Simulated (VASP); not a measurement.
# TiO (P-6m2) in VASP: a series of runs, part 2 of 2

VASP 6.6.1. The steps go on from the part before.

## Step 4: Single point, r2SCAN (9.02 Å³/atom)

This run uses another cell than the first one, of 9.02 Å³/atom.

Input file POSCAR:

```
TiO
1.0
    2.7421431969      0.0000000000      0.0000000000
   -1.3710715985      2.3747656694      0.0000000000
    0.0000000000      0.0000000000      2.7695039058
Ti O
1 1
Direct
    0.6666666667      0.3333333333      0.0000000000
    0.0000000000      0.0000000000      0.5000000000
```

Input file INCAR.step1:

```
PREC = Accurate
ENCUT = 520
ISMEAR = 0
SIGMA = 0.1
LREAL = F
LASPH = T
NELM = 60
NBANDS = 16
GGA = PE
ALGO = Normal
EDIFF = 1E-4
LWAVE = T
LCHARG = F
```

Input file INCAR.step2:

```
PREC = Accurate
ENCUT = 520
EDIFF = 1E-6
ISMEAR = 0
SIGMA = 0.1
LREAL = F
LASPH = T
NELM = 60
ALGO = Normal
ISIF = 2
LWAVE = F
LCHARG = F
METAGGA = R2SCAN
LMIXTAU = T
NBANDS = 16
ISTART = 1
```

Input file KPOINTS:

```
regular mesh
0
Gamma
  18 18 14
```

Potentials or basis: VASP PAW PBE potentials, release 64 (Ti_sv, O).

The run is started by

```bash
> cat potpaw_PBE.64/Ti_sv/POTCAR potpaw_PBE.64/O/POTCAR > POTCAR
> cp INCAR.step1 INCAR
> mpirun -np 1 vasp_std > vasp.out
> cp INCAR.step2 INCAR
> mpirun -np 1 vasp_std > vasp.out
```

OUTCAR:

```text
PREC = Accurate
   ENCUT = 520
   EDIFF = 1E-6
   ISMEAR = 0
   LREAL = F
   LASPH = T
   NELM = 60
   ISIF = 2
   METAGGA = R2SCAN
   ISTART = 1

 ion  position               nearest neighbor table
   1  0.667  0.333  0.000-   2 2.10   2 2.10   2 2.10   2 2.10   2 2.10   2 2.10
   2  0.000  0.000  0.500-   1 2.10   1 2.10   1 2.10   1 2.10   1 2.10   1 2.10

  LATTYP: Found a hexagonal cell.
 ALAT       =     2.7421431969
 C/A-ratio  =     1.0099778556

  Lattice vectors:

 A1 = (   2.7421431969,   0.0000000000,   0.0000000000)
 A2 = (  -1.3710715985,   2.3747656694,   0.0000000000)
 A3 = (   0.0000000000,   0.0000000000,   2.7695039058)

Analysis of symmetry for initial positions (statically):
=====================================================================
 Subroutine PRICEL returns:
 Original cell was already a primitive cell.

 Routine SETGRP: Setting up the symmetry group for a
 hexagonal supercell.

 Subroutine GETGRP returns: Found 12 space group operations
 (whereof 12 operations were pure point group operations)
 out of a pool of 24 trial point group operations.

The static configuration has the point symmetry D_3h.

Analysis of symmetry for dynamics (positions and initial velocities):
=====================================================================
 Subroutine PRICEL returns:
 Original cell was already a primitive cell.

 Routine SETGRP: Setting up the symmetry group for a
 hexagonal supercell.

 Subroutine GETGRP returns: Found 12 space group operations
 (whereof 12 operations were pure point group operations)
 out of a pool of 24 trial point group operations.

The dynamic configuration has the point symmetry D_3h.

 Subroutine INISYM returns: Found 12 space group operations
 (whereof 12 operations are pure point group operations),
 and found     1 'primitive' translations

[... 109 lines left out ...]
   ISMEAR =     0;   SIGMA  =   0.10  broadening in eV -4-tet -1-fermi 0-gaus
   EFERMI_NEDOS =   21; number of points for ismear=-14 and -15
   IALGO  =     38    algorithm
   IMIX   =      4    mixing-type and parameters
     AMIX     =   0.40;   BMIX     =  1.00
     AMIX_MAG =   1.60;   BMIX_MAG =  1.00
  volume/ion in A,a.u.               =       9.02        60.85
  Fermi-wavevector in a.u.,A,eV,Ry     =   1.636043  3.091673 36.417852  2.676637
  Thomas-Fermi vector in A             =   2.727415
   LORBIT       =      0    0 simple, 1 ext, 2 COOP (PROOUT), +10 PAW based schemes
   METAGGA = R2SCAN    functional components
   LHFCALC =     F    Hartree Fock is set to
   AEXX    =    0.0000 exact exchange contribution
   IVDW    =     0    specifies the selected vdW correction
   LEPSILON=     F    determine dielectric tensor
   LRPA    =     F    only Hartree local field effects (RPA)
 non-spin polarized calculation
 Gauss-broadening in eV      SIGMA  =   0.10
  energy-cutoff  :      520.00
  volume of cell :       18.03
 maximum number of plane-waves:       504
   NGX = 11   NGY = 11   NGZ = 11

 number of electron      18.0000006 magnetization

 Free energy of the ion-electron system (eV)
  ---------------------------------------------------
  ext. energy  EPLUGINS =         0.00000000
  ---------------------------------------------------
  free energy    TOTEN  =       -24.29963711 eV

  energy without entropy =      -24.29944857  energy(sigma->0) =      -24.29954284

 E-fermi :  12.4807     XC(G=0): -14.1136

 val. band max:       12.4701482813   @ k =   0.0000   0.0000   0.3571
 cond. band min:      12.4825383284   @ k =   0.0000   0.0000   0.5000
 fundamental gap:      0.0123900472
 Fermi energy:        12.4806589917

 k-point     1 :       0.0000    0.0000    0.0000
  band No.  band energies     occupation
      1     -47.6620      2.00000
      2     -22.7507      2.00000
      3     -22.3490      2.00000
      4     -22.3490      2.00000
      5     -11.2849      2.00000
      6       6.1590      2.00000
[... 433 lines left out ...]
      3     -22.6559      2.00000
      4     -22.5904      2.00000
      5      -9.8011      2.00000
      6       2.8495      2.00000
[... 8 lines left out ...]
     15      26.0944      0.00000
     16      28.6893      0.00000

 [... further k-points ...]

------------------------ aborting loop because EDIFF is reached ----------------------------------------

  FORCE on cell =-STRESS in cart. coord.  units (eV):
  Direction    XX          YY          ZZ          XY          YZ          ZX
  --------------------------------------------------------------------------------------
  -------------------------------------------------------------------------------------
  Total        2.2433837      2.2433837      2.3237904     -0.0000000      0.0000000     -0.0000000
  in kB      199.2972327    199.2972327    206.4403823     -0.0000000      0.0000000     -0.0000000
  external PRESSURE =     201.6782826 kB  Pullay stress =       0.0000000 kB

 VOLUME and BASIS-vectors are now :
 -----------------------------------------------------------------------------
  energy-cutoff  :      520.00
  volume of cell :       18.03
      direct lattice vectors                 reciprocal lattice vectors
     2.742143197  0.000000000  0.000000000     0.364678256  0.210547090  0.000000000
    -1.371071598  2.374765669  0.000000000     0.000000000  0.421094179  0.000000000
     0.000000000  0.000000000  2.769503906     0.000000000  0.000000000  0.361075497

 POSITION                                       TOTAL-FORCE (eV/Angst)
 -----------------------------------------------------------------------------------
      1.37107      0.79159      0.00000        -0.000000      0.000000      0.000000
      0.00000      0.00000      1.38475         0.000000      0.000000      0.000000
 -----------------------------------------------------------------------------------
    total drift:                                0.000000     -0.000000      0.000000

  FREE ENERGIE OF THE ION-ELECTRON SYSTEM (eV)
  ---------------------------------------------------
  free  energy   TOTEN  =       -24.2996371107 eV

  energy  without entropy=      -24.2994485674  energy(sigma->0) =      -24.29954284
```

It took 3.7 min on 1 thread of Intel Xeon Platinum 8375C at 2.90GHz (Ice Lake), shared host; peak memory 0.2 GiB.

Results:

```
Free energy            : -24.2996 eV
Pressure               : 20.2 GPa
Band gap on the k mesh : zero (bands 9 and 10 overlap by 0.03 eV)
```

Stress tensor (GPa, compression positive):
```
19.93  0.00  0.00
 0.00 19.93  0.00
 0.00  0.00 20.64
```

Caveat: the cell stands under pressure; the PAW data sets were made with another functional, which shifts forces and pressure a little; semilocal functionals often make such compounds metallic where correlation or magnetic order opens a gap, which also shifts bond lengths.

## Step 5: Single point, r2SCAN (9.31 Å³/atom)

This run uses another cell than the first one, of 9.31 Å³/atom.

Input file POSCAR:

```
TiO
1.0
    2.7732350498      0.0000000000      0.0000000000
   -1.3866175249      2.4016920038      0.0000000000
    0.0000000000      0.0000000000      2.7941695934
Ti O
1 1
Direct
    0.6666666667      0.3333333333      0.0000000000
    0.0000000000      0.0000000000      0.5000000000
```

Input file INCAR.step1:

```
ALGO = Normal ; EDIFF = 1E-4
ENCUT = 520 ; GGA = PE
ISMEAR = 0 ; LASPH = T
LCHARG = F ; LREAL = F
LWAVE = T ; NBANDS = 16
NELM = 80 ; PREC = Accurate
SIGMA = 0.1
```

Input file INCAR.step2:

```
ALGO = Normal ; EDIFF = 1E-6
ENCUT = 520 ; ISIF = 2
ISMEAR = 0 ; ISTART = 1
LASPH = T ; LCHARG = F
LMIXTAU = T ; LREAL = F
LWAVE = F ; METAGGA = R2SCAN
NBANDS = 16 ; NELM = 80
PREC = Accurate ; SIGMA = 0.1
```

Input file KPOINTS:

```
k-points
0
Gamma
  18 18 14
```

The run is started by

```bash
> cat potpaw_PBE.64/Ti_sv/POTCAR potpaw_PBE.64/O/POTCAR > POTCAR
> cp INCAR.step1 INCAR
> mpirun -np 1 vasp_std > vasp.out
> cp INCAR.step2 INCAR
> mpirun -np 1 vasp_std > vasp.out
```

Run time: 3.6 min. Hardware: 1 thread of Intel Xeon Platinum 8375C at 2.90GHz (Ice Lake), shared host; peak memory 0.21 GiB.

It converged, with:

| Property | Result |
| --- | --- |
| Free energy | -24.3546 eV |
| Pressure | 10.3 GPa |
| Band gap on the k mesh | zero (bands 9 and 10 overlap by 0.03 eV) |

Stress tensor (GPa, compression positive):
```
10.04  0.00  0.00
 0.00 10.04  0.00
 0.00  0.00 10.71
```

Levels at points of the mesh, in eV from the Fermi level:
```
           k point  band 5  band 6  band 7  band 8  band 9  band 10  band 11  band 12  band 13  band 14
(0.00, 0.00, 0.00)  -23.54   -6.19   -6.19   -5.98   -3.26     1.77     1.77     2.20     2.45     2.45
(0.50, 0.00, 0.00)  -22.16   -9.65   -7.13   -5.92   -2.72     1.91     2.13     3.13     3.18     7.07
(0.00, 0.00, 0.50)  -22.18   -9.96   -5.81   -5.81    0.01     0.01     0.64     2.24     2.24     7.89
(0.50, 0.00, 0.50)  -22.36   -8.62   -8.53   -7.21   -0.96     2.14     3.11     3.16     3.99     9.14
```

Caveat: the cell stands under pressure; the PAW data sets were made with another functional, which shifts forces and pressure a little; semilocal functionals often make such compounds metallic where correlation or magnetic order opens a gap, which also shifts bond lengths.

## Step 6: Summary

| cell | gap on the mesh (eV) | pressure (GPa) |
| --- | --- | --- |
| a = 2.677, b = 2.677, c = 2.720 Å, angles 90.0, 90.0, 120.0°, 2 atoms | none | 45.4 |
| a = 2.710, b = 2.710, c = 2.745 Å, angles 90.0, 90.0, 120.0°, 2 atoms | none | 31.8 |
| a = 2.742, b = 2.742, c = 2.770 Å, angles 90.0, 90.0, 120.0°, 2 atoms | none | 20.2 |
| a = 2.773, b = 2.773, c = 2.794 Å, angles 90.0, 90.0, 120.0°, 2 atoms | none | 10.3 |

Alike in all rows: task single point; level r2SCAN; potentials or basis VASP PAW PBE potentials, release 64 (Ti_sv, O); no spin polarisation; k mesh 18 × 18 × 14; cutoff (eV) 520; smearing gaussian 0.1 eV.

Caveats: the cell stands under pressure; the PAW data sets were made with another functional, which shifts forces and pressure a little; semilocal functionals often make such compounds metallic where correlation or magnetic order opens a gap, which also shifts bond lengths.

Absolute energies hang on the potentials; compare differences alone.

The gap in the log of VASP goes by the Fermi energy; the results here count the filled bands.